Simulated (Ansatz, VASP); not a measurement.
HfC in VASP and in Ansatz

```
CELL_PARAMETERS angstrom
0.00000 2.32007 2.32007
2.32007 0.00000 2.32007
2.32007 2.32007 0.00000
ATOMIC_POSITIONS crystal
Hf 0.00000 0.00000 0.00000
C 0.50000 0.50000 0.50000
```

Alike in both runs: functional r2SCAN; k mesh 8 × 8 × 8; occupations gaussian, width 0.1 eV; no spin polarisation.

Ansatz relaxed the structure, and its values are those at the end. VASP's run is a single point on that final structure, the one shown.

```csv
,VASP,Ansatz
version,VASP 6.6.1,Ansatz 0.2.0
potentials or method,"VASP PAW PBE potentials, release 64 (Hf_pv, C), cutoff 660 eV","scalar-relativistic, plane waves, PAW"
valence electrons in the cell,14,30
```

```tsv
	VASP	Ansatz	Ansatz less VASP
gap on the k mesh at the Fermi level (eV)	none	none	-
pressure (GPa)	-1.1	0.1	+1.22
```

VASP's potentials were made for PBE, not for r2SCAN. A gap of «none» marks a metal or a gap that the smearing closes. VASP's potentials hold 14 valence electrons a cell and Ansatz's 30, so a difference there can come from the potentials and not from the codes.

Neither program's run includes spin-orbit coupling.
